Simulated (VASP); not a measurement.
# Pt (Fm-3m) in VASP: further runs

The runs below take Pt through single point, with LDA.

Everything below comes from runs of VASP 6.6.1. Logs are shortened: lines on timing, memory, paths and dates and some standing lists are left out, and cuts for length are marked.

### 1 The cell of the first run

The structure is cubic, space group Fm-3m (No. 225). The conventional cell has a = 3.922 Å, b = 3.922 Å, c = 3.922 Å, α = 90.00°, β = 90.00°, γ = 90.00°. Within 3.7 Å of Pt (site symmetry m-3m) lie 12 Pt at 2.77 Å.

### 2 Single point, LDA

INCAR reads:

```
ALGO     = Fast           # electronic algorithm
EDIFF    = 1E-6           # SCF threshold, eV
ENCUT    = 520            # plane-wave cutoff, eV
GGA      = CA             # functional
ISIF     = 2              # what is computed and relaxed
ISMEAR   = 0              # smearing method
LASPH    = T              # aspherical terms in the spheres
LCHARG   = F              # write CHGCAR
LREAL    = F              # projectors in reciprocal space
LWAVE    = F              # write WAVECAR
NBANDS   = 11             # bands
NELM     = 80             # most SCF steps
PREC     = Accurate       # precision mode
SIGMA    = 0.1            # smearing width, eV
```

KPOINTS reads:

```
k-points
0
Gamma
  8 8 8
```

POSCAR reads:

```
Pt
1.0
    0.0000000000      1.9609000000      1.9609000000
    1.9609000000      0.0000000000      1.9609000000
    1.9609000000      1.9609000000      0.0000000000
Pt
1
Direct
    0.0000000000      0.0000000000      0.0000000000
```

Potentials or basis: VASP PAW LDA potentials, release 64 (Pt).

Started as:

```
> cat potpaw_LDA.64/Pt/POTCAR > POTCAR
> mpirun -np 1 vasp_std > vasp.out
```

OUTCAR:

```text
EDIFF = 1E-6
   ENCUT = 520
   GGA = CA
   ISIF = 2
   ISMEAR = 0
   LASPH = T
   LREAL = F
   NELM = 80
   PREC = Accurate

 ion  position               nearest neighbor table
   1  0.000  0.000  0.000-

  LATTYP: Found a face centered cubic cell.
 ALAT       =     3.9218000000

  Lattice vectors:

 A1 = (   0.0000000000,   1.9609000000,   1.9609000000)
 A2 = (   1.9609000000,   0.0000000000,   1.9609000000)
 A3 = (   1.9609000000,   1.9609000000,   0.0000000000)

Analysis of symmetry for initial positions (statically):
=====================================================================
 Subroutine PRICEL returns:
 Original cell was already a primitive cell.

 Routine SETGRP: Setting up the symmetry group for a
 face centered cubic supercell.

 Subroutine GETGRP returns: Found 48 space group operations
 (whereof 48 operations were pure point group operations)
 out of a pool of 48 trial point group operations.

The static configuration has the point symmetry O_h .

Analysis of symmetry for dynamics (positions and initial velocities):
=====================================================================
 Subroutine PRICEL returns:
 Original cell was already a primitive cell.

 Routine SETGRP: Setting up the symmetry group for a
 face centered cubic supercell.

 Subroutine GETGRP returns: Found 48 space group operations
 (whereof 48 operations were pure point group operations)
 out of a pool of 48 trial point group operations.

The dynamic configuration has the point symmetry O_h .

 Subroutine INISYM returns: Found 48 space group operations
 (whereof 48 operations are pure point group operations),
 and found     1 'primitive' translations

----------------------------------------------------------------------------------------

                                     Primitive cell

  volume of cell :      15.0798

  direct lattice vectors                    reciprocal lattice vectors
     0.000000000  1.960900000  1.960900000    -0.254984956  0.254984956  0.254984956
     1.960900000  0.000000000  1.960900000     0.254984956 -0.254984956  0.254984956
     1.960900000  1.960900000  0.000000000     0.254984956  0.254984956 -0.254984956

  length of vectors
     2.773131374  2.773131374  2.773131374     0.441646899  0.441646899  0.441646899

  position of ions in fractional coordinates (direct lattice)
     0.000000000  0.000000000  0.000000000

  ion indices of the primitive-cell ions
   primitive index   ion index
                 1           1

----------------------------------------------------------------------------------------

 KPOINTS: k-points

Automatic generation of k-mesh.
 Grid dimensions read from file:
 generate k-points for:    8    8    8

 Generating k-lattice:

  Cartesian coordinates                     Fractional coordinates (reciprocal lattice)
    -0.031873119  0.031873119  0.031873119     0.125000000  0.000000000  0.000000000
     0.031873119 -0.031873119  0.031873119     0.000000000  0.125000000  0.000000000
     0.031873119  0.031873119 -0.031873119     0.000000000  0.000000000  0.125000000

  Length of vectors
     0.055205862  0.055205862  0.055205862

  Shift w.r.t. Gamma in fractional coordinates (k-lattice)
     0.000000000  0.000000000  0.000000000

 Subroutine IBZKPT returns following result:
 ===========================================

 Found     29 irreducible k-points:

 Following reciprocal coordinates:
            Coordinates               Weight
  0.000000  0.000000  0.000000      1.000000
  0.125000  0.000000  0.000000      8.000000
  0.250000  0.000000  0.000000      8.000000
  0.375000  0.000000  0.000000      8.000000
  0.500000  0.000000  0.000000      4.000000
  0.125000  0.125000  0.000000      6.000000
[... 16 lines left out ...]
  0.500000  0.250000  0.125000     48.000000
 -0.375000  0.250000  0.125000     24.000000
 [... further k-points ...]
   k-points           NKPTS =     29   k-points in BZ     NKDIM =     29   number of bands    NBANDS=     11
   number of dos      NEDOS =    301   number of ions     NIONS =      1
   total plane-waves  NPLWV =  13824
   dimension x,y,z NGX =    24 NGY =   24 NGZ =   24
   dimension x,y,z NGXF=    48 NGYF=   48 NGZF=   48
   ions per type =               1
   NGX,Y,Z   is equivalent  to a cutoff of  14.39, 14.39, 14.39 a.u.
   NGXF,Y,Z  is equivalent  to a cutoff of  28.78, 28.78, 28.78 a.u.
 SYSTEM =  unknown system
   PREC   = accura    normal or accurate (medium, high low for compatibility)
   ISTART =      0    job   : 0-new  1-cont  2-samecut
   ICHARG =      2    charge: 1-file 2-atom 10-const
   ISPIN  =      1    spin polarized calculation?
   LNONCOLLINEAR =      F non collinear calculations
   LSORBIT =      F    spin-orbit coupling
   LASPH  =      T    aspherical Exc in radial PAW
   ENCUT  =  520.0 eV  38.22 Ry    6.18 a.u.   5.16  5.16  5.16*2*pi/ulx,y,z
   NELM   =     80;   NELMIN=  2; NELMDL= -5     # of ELM steps
   EDIFF  = 0.1E-05   stopping-criterion for ELM
   LREAL  =      F    real-space projection
   EDIFFG = 0.1E-04   stopping-criterion for IOM
   NSW    =      0    number of steps for IOM
   IBRION =     -1    ionic relax: 0-MD 1-quasi-New 2-CG
   NFREE  =      0    steps in history (QN), initial steepest desc. (CG)
   ISIF   =      2    stress and relaxation
   ISYM   =      2    0-nonsym 1-usesym 2-fastsym
   POTIM  = 0.5000    time-step for ionic-motion
   TEBEG  =    0.0;   TEEND  =   0.0 temperature during run
   PSTRESS=    0.0 pullay stress
   NELECT =      10.0000    total number of electrons
   NUPDOWN=      -1.0000    fix difference up-down
   EMIN   =  10.00;   EMAX   =-10.00  energy-range for DOS
   EFERMI =   0.00;   METHOD = LEGACY
   ISMEAR =     0;   SIGMA  =   0.10  broadening in eV -4-tet -1-fermi 0-gaus
   EFERMI_NEDOS =   21; number of points for ismear=-14 and -15
   IALGO  =     68    algorithm
   IMIX   =      4    mixing-type and parameters
     AMIX     =   0.40;   BMIX     =  1.00
     AMIX_MAG =   1.60;   BMIX_MAG =  1.00
  volume/ion in A,a.u.               =      15.08       101.76
  Fermi-wavevector in a.u.,A,eV,Ry     =   1.427609  2.697791 27.729605  2.038068
  Thomas-Fermi vector in A             =   2.547760
   LORBIT       =      0    0 simple, 1 ext, 2 COOP (PROOUT), +10 PAW based schemes
   GGA     = CA    functional components
   LHFCALC =     F    Hartree Fock is set to
   AEXX    =    0.0000 exact exchange contribution
   IVDW    =     0    specifies the selected vdW correction
   LEPSILON=     F    determine dielectric tensor
   LRPA    =     F    only Hartree local field effects (RPA)
 non-spin polarized calculation
 RMM-DIIS sequential band-by-band and
 Gauss-broadening in eV      SIGMA  =   0.10
  energy-cutoff  :      520.00
  volume of cell :       15.08
 maximum number of plane-waves:       416
 NGX is ok and might be reduce to    24
   NGX = 11   NGY = 11   NGZ = 11

 number of electron      10.0000000 magnetization

 Free energy of the ion-electron system (eV)
  ---------------------------------------------------
  ext. energy  EPLUGINS =         0.00000000
  ---------------------------------------------------
  free energy    TOTEN  =        -7.49200063 eV

  energy without entropy =       -7.48300978  energy(sigma->0) =       -7.48750520

 E-fermi :  11.0732     XC(G=0): -13.6932

 val. band max:       10.9231662523   @ k =  -0.3750   0.3750   0.0000
 cond. band min:      11.0774963996   @ k =  -0.2500   0.1250   0.0000
 fundamental gap:      0.1543301473
 Fermi energy:        11.0731962881

 k-point     1 :       0.0000    0.0000    0.0000
  band No.  band energies     occupation
      1       0.8955      2.00000
      2       7.2932      2.00000
      3       7.2932      2.00000
      4       7.2932      2.00000
      5       9.4797      2.00000
      6       9.4797      2.00000
      7      25.7698      0.00000
      8      30.6881      0.00000
      9      30.6881      0.00000
     10      30.6881      0.00000
     11      36.1502      0.00000

 k-point     2 :       0.1250    0.0000    0.0000
  band No.  band energies     occupation
      1       1.5067      2.00000
      2       7.0522      2.00000
      3       7.5135      2.00000
      4       7.5135      2.00000
      5       9.3778      2.00000
      6       9.3778      2.00000
      7      26.6663      0.00000
      8      28.2580      0.00000
      9      31.6323      0.00000
     10      31.6323      0.00000
     11      37.3838      0.00000

 k-point     3 :       0.2500    0.0000    0.0000
  band No.  band energies     occupation
      1       2.9386      2.00000
      2       6.9548      2.00000
      3       7.6742      2.00000
      4       7.6742      2.00000
      5       9.6509      2.00000
      6       9.6509      2.00000
      7      24.4301      0.00000
      8      27.5163      0.00000
      9      33.7403      0.00000
     10      33.7403      0.00000
     11      34.6216      0.00000

 k-point     4 :       0.3750    0.0000    0.0000
  band No.  band energies     occupation
      1       3.7224      2.00000
      2       7.3992      2.00000
      3       7.3992      2.00000
      4       8.6301      2.00000
      5      10.6099      2.00000
      6      10.6099      2.00000
      7      19.9033      0.00000
      8      26.0341      0.00000
      9      31.4591      0.00000
     10      31.4591      0.00000
     11      37.5568      0.00000
[... 239 lines left out ...]
 k-point    22 :       0.3750    0.2500    0.1250
  band No.  band energies     occupation
      1       4.2222      2.00000
      2       5.9785      2.00000
      3       7.2927      2.00000
      4       8.9593      2.00000
      5       9.0650      2.00000
      6      11.1284      0.43529
      7      24.6368      0.00000
      8      26.8743      0.00000
      9      29.0887      0.00000
     10      31.3393      0.00000
     11      35.3548      0.00000

 k-point    23 :       0.5000    0.2500    0.1250
  band No.  band energies     occupation
      1       5.0289      2.00000
      2       6.4946      2.00000
      3       6.7717      2.00000
      4       8.6790      2.00000
      5      10.3619      2.00000
      6      13.0430      0.00000
      7      20.3840      0.00000
      8      25.5130      0.00000
      9      27.3629      0.00000
     10      31.5807      0.00000
     11      35.4015      0.00000

 k-point    24 :      -0.3750    0.2500    0.1250
  band No.  band energies     occupation
      1       5.0466      2.00000
      2       6.2859      2.00000
      3       7.6540      2.00000
      4       8.4147      2.00000
      5      10.9111      1.97809
      6      15.5563      0.00000
      7      16.6167      0.00000
      8      25.8326      0.00000
      9      26.2298      0.00000
     10      30.2488      0.00000
     11      37.3153      0.00000

 [... further k-points ...]
[... 5 lines left out ...]
  --------------------------------------------------------------------------------------
  -------------------------------------------------------------------------------------
  Total       -0.5776836     -0.5776836     -0.5776836     -0.0000000      0.0000000      0.0000000
  in kB      -61.3768085    -61.3768085    -61.3768085     -0.0000000      0.0000000      0.0000000
  external PRESSURE =     -61.3768085 kB  Pullay stress =       0.0000000 kB

 VOLUME and BASIS-vectors are now :
 -----------------------------------------------------------------------------
  energy-cutoff  :      520.00
  volume of cell :       15.08
      direct lattice vectors                 reciprocal lattice vectors
     0.000000000  1.960900000  1.960900000    -0.254984956  0.254984956  0.254984956
     1.960900000  0.000000000  1.960900000     0.254984956 -0.254984956  0.254984956
     1.960900000  1.960900000  0.000000000     0.254984956  0.254984956 -0.254984956

 POSITION                                       TOTAL-FORCE (eV/Angst)
 -----------------------------------------------------------------------------------
      0.00000      0.00000      0.00000         0.000000     -0.000000      0.000000
 -----------------------------------------------------------------------------------
    total drift:                               -0.000000      0.000000      0.000000

  FREE ENERGIE OF THE ION-ELECTRON SYSTEM (eV)
  ---------------------------------------------------
  free  energy   TOTEN  =        -7.4920006259 eV

  energy  without entropy=       -7.4830097812  energy(sigma->0) =       -7.48750520
```

It took 5.6 s on 1 thread of Intel Xeon Platinum 8259CL at 2.50GHz (Skylake/Cascade Lake), shared host; peak memory 0.13 GiB.

What came out:

- Free energy: -7.4920 eV
- Pressure: -6.1 GPa
- Band gap on the k mesh: zero (band 5 reaches 11.60 eV, above the bottom of band 6 at 9.38 eV)

Caveat: spin-orbit coupling is left out, which moves the levels of the heavy elements.

### 3 Single point, LDA

This run uses another cell than the first one, of 14.76 Å³/atom, 0.979 times its volume.

INCAR reads:

```
PREC = Accurate ; ENCUT = 520
EDIFF = 1E-6 ; ISMEAR = 0
SIGMA = 0.1 ; LREAL = F
LASPH = T ; NELM = 80
ALGO = Fast ; ISIF = 2
LWAVE = F ; LCHARG = T
GGA = CA ; LELF = T
LVHAR = T ; NBANDS = 11
```

KPOINTS reads:

```
regular mesh
0
Gamma
  18 18 18
```

POSCAR reads:

```
Pt
1.0
    0.0000000000      1.9468008761      1.9468008761
    1.9468008761      0.0000000000      1.9468008761
    1.9468008761      1.9468008761      0.0000000000
Pt
1
Direct
    0.0000000000      0.0000000000      0.0000000000
```

Potentials or basis: VASP PAW LDA potentials, release 64 (Pt).

Started as:

```
> cat potpaw_LDA.64/Pt/POTCAR > POTCAR
> mpirun -np 1 vasp_std > vasp.out
```

Wall time 26 s (1 thread of Intel Xeon Platinum 8259CL at 2.50GHz (Skylake/Cascade Lake), shared host); peak memory 0.14 GiB.

It converged, with:

```
Free energy            : -7.5070 eV
Pressure               : 0.8 GPa
Band gap on the k mesh : zero (band 5 reaches 12.08 eV, above the bottom of band 6 at 9.77 eV)
```

Levels at points of the mesh, in eV from the Fermi level:
```tsv
k point	band 2	band 3	band 4	band 5	band 6	band 7	band 8	band 9
(0.00, 0.00, 0.00)	-3.96	-3.96	-3.96	-1.69	-1.69	14.55	19.60	19.60
(0.50, 0.00, 0.00)	-4.02	-4.02	-0.57	0.05	0.05	5.99	14.13	19.04
(0.50, 0.50, 0.00)	-6.89	0.03	0.51	0.51	1.72	9.10	11.40	11.40
```

Caveat: spin-orbit coupling is left out, which moves the levels of the heavy elements.
